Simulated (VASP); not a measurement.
Wanted: the native input for a VASP 6.6.1 run.

```yaml
Task: relaxation of cell and atoms
Functional: PBE
Potentials_or_basis: VASP PAW PBE potentials, release 64 (Ge_d, N)
Cutoff: 600 eV
k_mesh: 6 × 6 × 6
Occupations: gaussian, width 0.2 eV
Spin: no spin polarisation
Dipole_correction: no
Further_INCAR_settings: ALGO = Normal; EDIFF = 1e-06; IBRION = 2; EDIFFG = -0.08; NSW = 36; ISIF = 3
```

The structure of GeN lies in POSCAR:

```
GeN
1.0
    3.1011636100      0.0000000000      0.0000000000
    0.0000000000      3.1011636100      0.0000000000
    0.0000000000      0.0000000000      3.1011636100
Ge N
1 1
Direct
    0.0000000000      0.0000000000      0.0000000000
    0.5000000000      0.5000000000      0.5000000000
```

These files were run (other wordings do the same):

INCAR

```
SYSTEM = GeN
ALGO = Normal ; EDIFF = 1E-6
EDIFFG = -0.08 ; ENCUT = 600
GGA = PE ; IBRION = 2
ISIF = 3 ; ISMEAR = 0
LASPH = .TRUE. ; LCHARG = .FALSE.
LREAL = .FALSE. ; LWAVE = .FALSE.
NELM = 100 ; NSW = 36
PREC = Accurate ; SIGMA = 0.2
```

KPOINTS

```
k-points
0
G
  6 6 6
  0 0 0
```

Potentials or basis: VASP PAW PBE potentials, release 64 (Ge_d, N).

Run with:

```sh
$ cat potpaw_PBE.64/Ge_d/POTCAR potpaw_PBE.64/N/POTCAR > POTCAR
$ mpirun -np 1 vasp_std > vasp.out
```

It gave:

```
Relaxed volume                         : 11.16 Å³/atom
Relaxed cell                           : a = 2.815 Å, b = 2.815 Å, c = 2.815 Å, α = 90.00°, β = 90.00°, γ = 90.00°
Space group after relaxing (to 0.05 Å) : Pm-3m (No. 221)
Energy gained by relaxing              : 289.5 meV/atom
Ionic steps                            : 3
Pressure after relaxing                : 0.0 GPa
```

Caveat: the volume moved by over 15 % at a fixed basis, so the end points are rough.

It took 19 s on 1 thread of Intel Xeon 6975P-C (shared host), peak memory 0.17 GiB.
